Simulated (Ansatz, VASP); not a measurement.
One calculation of AlGa3As4, two programs

```
Al Ga As
1.0
     5.74041    0.00000    0.00000
     0.00000    5.74041    0.00000
     0.00000    0.00000    5.74041
Al Ga As
1 3 4
Direct
  0.00000 0.00000 0.00000
  0.00000 0.50000 0.50000
  0.50000 0.00000 0.50000
  0.50000 0.50000 0.00000
  0.75068 0.75068 0.24932
  0.75068 0.24932 0.75068
  0.24932 0.75068 0.75068
  0.24932 0.24932 0.24932
```

Alike in both runs: functional PBE; k mesh 6 × 6 × 6; occupations gaussian, width 0.02 eV; no spin polarisation.

Ansatz relaxed the structure, and its values are those at the end. VASP's run is a single point on that final structure, the one shown.

|  | VASP | Ansatz |
| --- | --- | --- |
| version | VASP 6.6.1 | Ansatz 0.2.0 |
| potentials or method | VASP PAW PBE potentials, release 64 (Al, Ga_d, As), cutoff 520 eV | scalar-relativistic, plane waves, PAW |
| valence electrons in the cell | 62 | 102 |

Ansatz gave:

```
gap on the k mesh at the Fermi level (eV) : 0.54
least direct gap on the mesh (eV)         : 0.54
pressure (GPa)                            : 0.0
```

Q: Estimate VASP's values.

A: gap on the k mesh at the Fermi level (eV): 0.55; least direct gap on the mesh (eV): 0.55; pressure (GPa): 0.2.

VASP's potentials hold 62 valence electrons a cell and Ansatz's 102, so a difference there can come from the potentials and not from the codes.
